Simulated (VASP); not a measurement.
A run of VASP 6.6.1:

Contents of INCAR:

```
SYSTEM = BeTe
ALGO = Normal ; EDIFF = 1E-8
ENCUT = 600 ; GGA = CA
IBRION = 6 ; ISIF = 3
ISMEAR = 0 ; LASPH = .TRUE.
LCHARG = .FALSE. ; LREAL = .FALSE.
LWAVE = .FALSE. ; NBANDS = 11
NELM = 80 ; NFREE = 2
NSW = 1 ; POTIM = 0.015
PREC = Accurate ; SIGMA = 0.01
```

File KPOINTS:

```
k-points
0
G
  8 8 8
  0 0 0
```

POSCAR

```
BeTe
1.0
    0.0000000000      2.6660558357      2.6660558357
    2.6660558357      0.0000000000      2.6660558357
    2.6660558357      2.6660558357      0.0000000000
Be Te
1 1
Direct
    0.0000000000      0.0000000000      0.0000000000
    0.7500000000      0.7500000000      0.7500000000
```

Potentials or basis: VASP PAW LDA potentials, release 64 (Be, Te).

Run with:

```sh
$ cat potpaw_LDA.64/Be/POTCAR potpaw_LDA.64/Te/POTCAR > POTCAR
$ mpirun -np 1 vasp_std > vasp.out
```

Hardware: 1 thread of Intel(R) Xeon(R) 6975P-C (Granite Rapids), with other jobs on the host.

Problem. Estimate the wall time of this run.

Solution. Run time: 3.5 min on 1 thread of Intel(R) Xeon(R) 6975P-C (Granite Rapids), with other jobs on the host, peak memory 0.27 GiB. Counts: scf iterations 156, k points 29.
